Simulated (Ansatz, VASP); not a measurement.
# One calculation of Na7Bi, two programs

```
Na Bi
1.0
     0.00102    5.10819    5.12233
     5.04428   -0.00213    5.12487
     5.04684    5.11358   -0.00444
Na Bi
7 1
Cartesian
  5.0482 2.5626 7.6875
  5.0471 7.6547 7.6823
  2.5154 5.1037 7.6815
  7.5699 5.1085 7.6852
  2.5199 7.6771 5.1213
  2.5334 2.5412 5.1255
  5.0368 5.1186 5.1139
  0.0051 -0.0070 0.0050
```

Change from the starting cell: cell x1, atoms moved at random (sigma 0.15 Å) and cell strained at random (1.5 %), then relaxed without symmetry.

Alike in both runs: functional PBE; k mesh 4 × 4 × 4; occupations gaussian, width 0.2 eV; no spin polarisation.

Ansatz relaxed the structure, and its values are those at the end. VASP's run is a single point on that final structure, the one shown.

|  | VASP | Ansatz |
| --- | --- | --- |
| version | VASP 6.6.1 | Ansatz 0.2.0 |
| potentials or method | VASP PAW PBE potentials, release 64 (Na_pv, Bi_d), cutoff 520 eV | scalar-relativistic, plane waves, PAW |
| valence electrons in the cell | 64 | 78 |

|  | VASP | Ansatz | Ansatz less VASP |
| --- | --- | --- | --- |
| gap on the k mesh at the Fermi level (eV) | none | none | - |
| pressure (GPa) | 0.0 | 0.0 | +0.01 |

A gap of «none» marks a metal or a gap that the smearing closes. The functional is the same, so the differences come from potentials, cutoffs and numerics. VASP's potentials hold 64 valence electrons a cell and Ansatz's 78, so a difference there can come from the potentials and not from the codes.

Spin-orbit coupling is off throughout.
